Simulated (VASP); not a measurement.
MoH5:

```
H Mo
1.0
     3.70434    0.00000    0.00000
     0.00000    3.70434    0.00000
     0.00000    0.00000    2.52705
H Mo
5 1
Direct
  0.37011 0.50000 0.00000
  0.62989 0.50000 0.00000
  0.50000 0.37011 0.00000
  0.50000 0.62989 0.00000
  0.00000 0.00000 0.00000
  0.00000 0.00000 0.50000
```

The cell was built from a structure type or drawn by symmetry, and may not be a known phase.

* Program: VASP 6.6.1
* Task: relaxation of cell and atoms
* Functional: PBE
* Potentials or basis: VASP PAW PBE potentials, release 64 (H_h, Mo_sv)
* Cutoff: 910 eV
* k mesh: 6 × 6 × 6
* Occupations: gaussian, width 0.1 eV
* Spin: no spin polarisation

At the start: pressure 94.3 GPa; volume 5.78 Å³/atom.

Question: Where does the relaxation end?

Answer: Over 14 steps the energy falls by 2094.7 meV/atom and the volume is 6.03 Å³/atom (+4.3 %); space group P4/mmm (No. 123, to 0.1 Å) before and after.

Step by step:
```
step  energy change (eV)  largest force (eV/Å)  pressure (GPa)  volume (Å³)
   1              0.0000               15.1563           94.32        34.68
   2            -10.5664                0.8618          -16.82        53.97
   3            -10.5687                0.8833          -16.85        54.05
   4            -11.4862                1.0683          -12.80        47.25
   5            -11.1649                3.5534           47.63        30.19
   6            -12.0547                0.7870           -5.35        41.31
   7            -12.2269                0.2221           11.66        35.54
   8            -12.2547                0.2545            4.67        37.40
   9            -12.5103                0.6153            5.25        36.21
  10            -12.5129                0.5172            4.98        36.31
  11            -12.5552                0.1149           -3.21        37.56
  12            -12.5611                0.0489           -1.33        37.23
  13            -12.5644                0.0265           -1.10        36.94
  14            -12.5682                0.0150           -0.28        36.15
```

Final structure:
```
H Mo
1.0
     3.28917    0.00000    0.00000
     0.00000    3.28917    0.00000
     0.00000    0.00000    3.34190
H Mo
5 1
Direct
  0.14299 0.50000 0.00000
  0.85701 0.50000 0.00000
  0.50000 0.14299 0.00000
  0.50000 0.85701 0.00000
  0.00000 0.00000 0.00000
  0.00000 0.00000 0.50000
```

Caveat: the k points lie up to 0.32 Å⁻¹ apart in the final cell, too coarse for converged energies and pressures of a metal; a cell axis changed by over 15 % at a fixed basis, so the end point is rough.
